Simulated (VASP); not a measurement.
# LiCl (Fm-3m) in VASP: single point with PBE

Aim: the single point of LiCl with PBE.

Program: VASP 6.6.1. These are calculated values, not measurements. Logs are shortened: lines on timing, memory, paths and dates and some standing lists are left out, and cuts for length are marked.

## 1. The cell of the first run

It takes space group Fm-3m (No. 225, cubic). Conventional cell: a = 5.268 Å, b = 5.268 Å, c = 5.268 Å, α = 90.00°, β = 90.00°, γ = 90.00°. Within 3.5 Å of Li (site symmetry m-3m) lie 6 Cl at 2.63 Å. Within 3.5 Å of Cl (site symmetry m-3m) lie 6 Li at 2.63 Å.

## 2. Single point, PBE

INCAR

```
SYSTEM = LiCl
PREC = Accurate
ENCUT = 750
EDIFF = 1E-6
ISMEAR = 1
SIGMA = 0.033
LREAL = .FALSE.
LASPH = .TRUE.
NELM = 120
ALGO = Normal
ISIF = 2
LWAVE = .FALSE.
LCHARG = .FALSE.
GGA = PE
NBANDS = 12
GGA_COMPAT = .FALSE.
```

KPOINTS

```
regular mesh
0
G
  8 8 8
  0 0 0
```

POSCAR

```
LiCl
1.0
    0.0000000000      2.6340020000      2.6340020000
    2.6340020000      0.0000000000      2.6340020000
    2.6340020000      2.6340020000      0.0000000000
Li Cl
1 1
Direct
    0.0000000000      0.0000000000      0.0000000000
    0.5000000000      0.5000000000      0.5000000000
```

Potentials or basis: VASP PAW PBE potentials, release 64 (Li_sv, Cl).

Launch:

```bash
$ cat potpaw_PBE.64/Li_sv/POTCAR potpaw_PBE.64/Cl/POTCAR > POTCAR
$ mpirun -np 1 vasp_std > vasp.out
```

OUTCAR:

```text
SYSTEM = LiCl
   PREC = Accurate
   ENCUT = 750
   EDIFF = 1E-6
   ISMEAR = 1
   LREAL = .FALSE.
   LASPH = .TRUE.
   NELM = 120
   ISIF = 2
   GGA = PE

 ion  position               nearest neighbor table
   1  0.000  0.000  0.000-   2 2.63   2 2.63   2 2.63   2 2.63   2 2.63   2 2.63
   2  0.500  0.500  0.500-   1 2.63   1 2.63   1 2.63   1 2.63   1 2.63   1 2.63

  LATTYP: Found a face centered cubic cell.
 ALAT       =     5.2680040000

  Lattice vectors:

 A1 = (   0.0000000000,   2.6340020000,   2.6340020000)
 A2 = (   2.6340020000,   0.0000000000,   2.6340020000)
 A3 = (   2.6340020000,   2.6340020000,   0.0000000000)

Analysis of symmetry for initial positions (statically):
=====================================================================
 Subroutine PRICEL returns:
 Original cell was already a primitive cell.

 Routine SETGRP: Setting up the symmetry group for a
 face centered cubic supercell.

 Subroutine GETGRP returns: Found 48 space group operations
 (whereof 48 operations were pure point group operations)
 out of a pool of 48 trial point group operations.

The static configuration has the point symmetry O_h .

Analysis of symmetry for dynamics (positions and initial velocities):
=====================================================================
 Subroutine PRICEL returns:
 Original cell was already a primitive cell.

 Routine SETGRP: Setting up the symmetry group for a
 face centered cubic supercell.

 Subroutine GETGRP returns: Found 48 space group operations
 (whereof 48 operations were pure point group operations)
 out of a pool of 48 trial point group operations.

The dynamic configuration has the point symmetry O_h .

 Subroutine INISYM returns: Found 48 space group operations
 (whereof 48 operations are pure point group operations),
 and found     1 'primitive' translations

----------------------------------------------------------------------------------------

                                     Primitive cell

  volume of cell :      36.5492

  direct lattice vectors                    reciprocal lattice vectors
     0.000000000  2.634002000  2.634002000    -0.189825217  0.189825217  0.189825217
     2.634002000  0.000000000  2.634002000     0.189825217 -0.189825217  0.189825217
     2.634002000  2.634002000  0.000000000     0.189825217  0.189825217 -0.189825217

  length of vectors
     3.725041352  3.725041352  3.725041352     0.328786920  0.328786920  0.328786920

  position of ions in fractional coordinates (direct lattice)
     0.000000000  0.000000000  0.000000000
     0.500000000  0.500000000  0.500000000

  ion indices of the primitive-cell ions
   primitive index   ion index
                 1           1
                 2           2

----------------------------------------------------------------------------------------

 KPOINTS: regular mesh

Automatic generation of k-mesh.
 Grid dimensions read from file:
 generate k-points for:    8    8    8

 Generating k-lattice:

  Cartesian coordinates                     Fractional coordinates (reciprocal lattice)
    -0.023728152  0.023728152  0.023728152     0.125000000  0.000000000  0.000000000
     0.023728152 -0.023728152  0.023728152     0.000000000  0.125000000  0.000000000
     0.023728152  0.023728152 -0.023728152     0.000000000  0.000000000  0.125000000

  Length of vectors
     0.041098365  0.041098365  0.041098365

  Shift w.r.t. Gamma in fractional coordinates (k-lattice)
     0.000000000  0.000000000  0.000000000

 Subroutine IBZKPT returns following result:
 ===========================================

 Found     29 irreducible k-points:

 Following reciprocal coordinates:
            Coordinates               Weight
  0.000000  0.000000  0.000000      1.000000
  0.125000  0.000000  0.000000      8.000000
  0.250000  0.000000  0.000000      8.000000
  0.375000  0.000000  0.000000      8.000000
  0.500000  0.000000  0.000000      4.000000
  0.125000  0.125000  0.000000      6.000000
[... 16 lines left out ...]
  0.500000  0.250000  0.125000     48.000000
 -0.375000  0.250000  0.125000     24.000000
 [... further k-points ...]
   k-points           NKPTS =     29   k-points in BZ     NKDIM =     29   number of bands    NBANDS=     12
   number of dos      NEDOS =    301   number of ions     NIONS =      2
   total plane-waves  NPLWV =  46656
   dimension x,y,z NGX =    36 NGY =   36 NGZ =   36
   dimension x,y,z NGXF=    72 NGYF=   72 NGZF=   72
   ions per type =               1   1
   NGX,Y,Z   is equivalent  to a cutoff of  16.07, 16.07, 16.07 a.u.
   NGXF,Y,Z  is equivalent  to a cutoff of  32.13, 32.13, 32.13 a.u.
 SYSTEM =  LiCl
   PREC   = accura    normal or accurate (medium, high low for compatibility)
   ISTART =      0    job   : 0-new  1-cont  2-samecut
   ICHARG =      2    charge: 1-file 2-atom 10-const
   ISPIN  =      1    spin polarized calculation?
   LNONCOLLINEAR =      F non collinear calculations
   LSORBIT =      F    spin-orbit coupling
   LASPH  =      T    aspherical Exc in radial PAW
   ENCUT  =  750.0 eV  55.12 Ry    7.42 a.u.   8.32  8.32  8.32*2*pi/ulx,y,z
   NELM   =    120;   NELMIN=  2; NELMDL= -5     # of ELM steps
   EDIFF  = 0.1E-05   stopping-criterion for ELM
   LREAL  =      F    real-space projection
[... 7 lines left out ...]
   TEBEG  =    0.0;   TEEND  =   0.0 temperature during run
   PSTRESS=    0.0 pullay stress
   NELECT =      10.0000    total number of electrons
   NUPDOWN=      -1.0000    fix difference up-down
   EMIN   =  10.00;   EMAX   =-10.00  energy-range for DOS
   EFERMI =   0.00;   METHOD = LEGACY
   ISMEAR =     1;   SIGMA  =   0.03  broadening in eV -4-tet -1-fermi 0-gaus
   EFERMI_NEDOS =   21; number of points for ismear=-14 and -15
   IALGO  =     38    algorithm
   IMIX   =      4    mixing-type and parameters
     AMIX     =   0.40;   BMIX     =  1.00
     AMIX_MAG =   1.60;   BMIX_MAG =  1.00
  volume/ion in A,a.u.               =      18.27       123.32
  Fermi-wavevector in a.u.,A,eV,Ry     =   1.062793  2.008388 15.368178  1.129529
  Thomas-Fermi vector in A             =   2.198256
   LORBIT       =      0    0 simple, 1 ext, 2 COOP (PROOUT), +10 PAW based schemes
   GGA     = PE    functional components
   LHFCALC =     F    Hartree Fock is set to
   AEXX    =    0.0000 exact exchange contribution
   IVDW    =     0    specifies the selected vdW correction
   LEPSILON=     F    determine dielectric tensor
   LRPA    =     F    only Hartree local field effects (RPA)
 non-spin polarized calculation
 Methfessel and Paxton  Order N= 1 SIGMA  =   0.03
  energy-cutoff  :      750.00
  volume of cell :       36.55
 maximum number of plane-waves:      1727
 NGX is ok and might be reduce to    36
   NGX = 17   NGY = 17   NGZ = 17

 number of electron      10.0000000 magnetization

 number of electron       9.9999999 magnetization

 Free energy of the ion-electron system (eV)
  ---------------------------------------------------
  ext. energy  EPLUGINS =         0.00000000
  ---------------------------------------------------
  free energy    TOTEN  =        -7.36845241 eV

  energy without entropy =       -7.36856675  energy(sigma->0) =       -7.36849052

 E-fermi :   0.0272     XC(G=0):  -8.3901

 val. band max:        0.0091963832   @ k =   0.0000   0.0000   0.0000
 cond. band min:       5.9117087725   @ k =   0.0000   0.0000   0.0000
 fundamental gap:      5.9025123892
 Fermi energy:         0.0271560643

 k-point     1 :       0.0000    0.0000    0.0000
  band No.  band energies     occupation
      1     -43.6611      2.00000
      2     -13.1261      2.00000
      3       0.0092      1.78684
      4       0.0092      1.78684
      5       0.0092      1.78684
      6       5.9117      0.00000
      7      11.8704      0.00000
      8      11.8704      0.00000
      9      11.8704      0.00000
     10      14.0554      0.00000
     11      14.0554      0.00000
     12      14.0554      0.00000

 k-point     2 :       0.1250    0.0000    0.0000
  band No.  band energies     occupation
      1     -43.6609      2.00000
      2     -13.0628      2.00000
      3      -0.4617      2.00000
      4      -0.0263      2.04439
      5      -0.0263      2.04439
      6       6.3655      0.00000
      7      11.0458      0.00000
      8      11.7105      0.00000
      9      11.7105      0.00000
     10      12.9035      0.00000
     11      12.9035      0.00000
     12      14.5204      0.00000

 k-point     3 :       0.2500    0.0000    0.0000
  band No.  band energies     occupation
      1     -43.6603      2.00000
      2     -12.9026      2.00000
      3      -1.4026      2.00000
      4      -0.1078      2.00000
      5      -0.1078      2.00000
      6       6.9253      0.00000
      7      10.5841      0.00000
      8      10.5841      0.00000
      9      10.6541      0.00000
     10      13.7558      0.00000
     11      13.7558      0.00000
     12      15.0498      0.00000
[... 286 lines left out ...]
 k-point    23 :       0.5000    0.2500    0.1250
  band No.  band energies     occupation
      1     -43.6593      2.00000
      2     -12.6270      2.00000
      3      -2.0446      2.00000
      4      -1.0391      2.00000
      5      -0.4156      2.00000
      6       8.1715      0.00000
      7       9.2532      0.00000
      8      10.1608      0.00000
      9      10.9946      0.00000
     10      14.0497      0.00000
     11      17.0404      0.00000
     12      17.3467      0.00000

 k-point    24 :      -0.3750    0.2500    0.1250
  band No.  band energies     occupation
      1     -43.6591      2.00000
      2     -12.5637      2.00000
      3      -2.2424      2.00000
      4      -1.1245      2.00000
      5      -0.4933      2.00000
      6       8.0462      0.00000
      7       9.1891      0.00000
      8      10.3665      0.00000
      9      11.2367      0.00000
     10      15.1588      0.00000
     11      15.6167      0.00000
     12      17.7008      0.00000

 [... further k-points ...]

------------------------ aborting loop because EDIFF is reached ----------------------------------------

  FORCE on cell =-STRESS in cart. coord.  units (eV):
  Direction    XX          YY          ZZ          XY          YZ          ZX
  --------------------------------------------------------------------------------------
  -------------------------------------------------------------------------------------
  Total       -0.4384783     -0.4384783     -0.4384783      0.0000000     -0.0000000      0.0000000
  in kB      -19.2211942    -19.2211942    -19.2211942      0.0000000     -0.0000000      0.0000000
  external PRESSURE =     -19.2211942 kB  Pullay stress =       0.0000000 kB

 VOLUME and BASIS-vectors are now :
 -----------------------------------------------------------------------------
  energy-cutoff  :      750.00
  volume of cell :       36.55
      direct lattice vectors                 reciprocal lattice vectors
     0.000000000  2.634002000  2.634002000    -0.189825217  0.189825217  0.189825217
     2.634002000  0.000000000  2.634002000     0.189825217 -0.189825217  0.189825217
     2.634002000  2.634002000  0.000000000     0.189825217  0.189825217 -0.189825217

 POSITION                                       TOTAL-FORCE (eV/Angst)
 -----------------------------------------------------------------------------------
      0.00000      0.00000      0.00000        -0.000000     -0.000000      0.000000
      2.63400      2.63400      2.63400         0.000000      0.000000     -0.000000
 -----------------------------------------------------------------------------------
    total drift:                                0.000000      0.000000      0.000000

  FREE ENERGIE OF THE ION-ELECTRON SYSTEM (eV)
  ---------------------------------------------------
  free  energy   TOTEN  =        -7.3684524073 eV

  energy  without entropy=       -7.3685667465  energy(sigma->0) =       -7.36849052
```

Run time: 43 s. Hardware: 1 thread of Intel Xeon 8259CL, shared host; peak memory 0.2 GiB.

What came out:

```
Free energy            : -7.3685 eV
Pressure               : -1.9 GPa
Band gap on the k mesh : 5.90 eV
```

A k mesh can miss the band edges.
